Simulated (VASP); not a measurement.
## Pd: relaxation of cell and atoms with r2SCAN

Crystal: Pd.

```
Pd
1.0
     0.00000    2.51410    2.51410
     2.51410    0.00000    2.51410
     2.51410    2.51410    0.00000
Pd
2
Direct
  0.00000 0.00000 0.00000
  0.50000 0.50000 0.50000
```

| Quantity | Value |
| --- | --- |
| Program | VASP 6.6.1 |
| Task | relaxation of cell and atoms |
| Functional | r2SCAN |
| Potentials or basis | VASP PAW PBE potentials, release 64 (Pd) |
| Cutoff | 600 eV |
| k mesh | 11 × 11 × 11 |
| Occupations | fermi-dirac, width 0.05 eV |
| Spin | collinear spin, antiferromagnetic start |
| Starting moments | [0.5, -0.5] μB |
| Dipole correction | no |
| Further INCAR settings | ALGO = Normal; EDIFF = 1e-06; IBRION = 2; EDIFFG = -0.01; NSW = 80; ISIF = 3 |

- Relaxed volume: 17.38 Å³/atom
- Relaxed cell: a = 3.663 Å, b = 3.663 Å, c = 3.663 Å, α = 60.00°, β = 60.00°, γ = 60.00°
- Space group after relaxing (to 0.05 Å): Pm-3m (No. 221)
- Energy gained by relaxing: 64.5 meV/atom
- Ionic steps: 4
- Pressure after relaxing: 0.0 GPa
- Band gap on the k mesh: zero (filled and empty bands overlap)
- Net moment: 0.00 μB per cell
- Valence electrons inside the program's atomic spheres: Pd 9.43

Step by step:
```
step  energy change (eV)  largest force (eV/Å)  pressure (GPa)  volume (Å³)
   1              0.0000                0.0000           15.37        31.78
   2              0.0664                0.0000          -11.99        39.32
   3             -0.1289                0.0000           -0.33        34.84
   4             -0.1290                0.0000            0.03        34.76
```

Final structure:
```
Pd
1.0
     0.00000    2.59037    2.59037
     2.59037    0.00000    2.59037
     2.59037    2.59037    0.00000
Pd
2
Direct
  0.00000 0.00000 0.00000
  0.50000 0.50000 0.50000
```

Levels at points of the mesh, in eV from the Fermi level:
Spin up:
```csv
k point,band 6,band 7,band 8,band 9,band 10,band 11,band 12,band 13,band 14
"(0.00, 0.00, 0.00)",-4.11,-0.03,-0.03,-0.03,1.37,1.37,11.72,11.91,11.91
```
Spin down:
```csv
k point,band 6,band 7,band 8,band 9,band 10,band 11,band 12,band 13,band 14
"(0.00, 0.00, 0.00)",-4.11,-0.03,-0.03,-0.03,1.37,1.37,11.91,11.91,11.91
```

It took 4.8 min on 1 thread of Intel(R) Xeon(R) 6975P-C (Granite Rapids) (shared host), peak memory 0.21 GiB.

Caveat: the PAW data sets were made with another functional, which shifts forces and pressure a little.
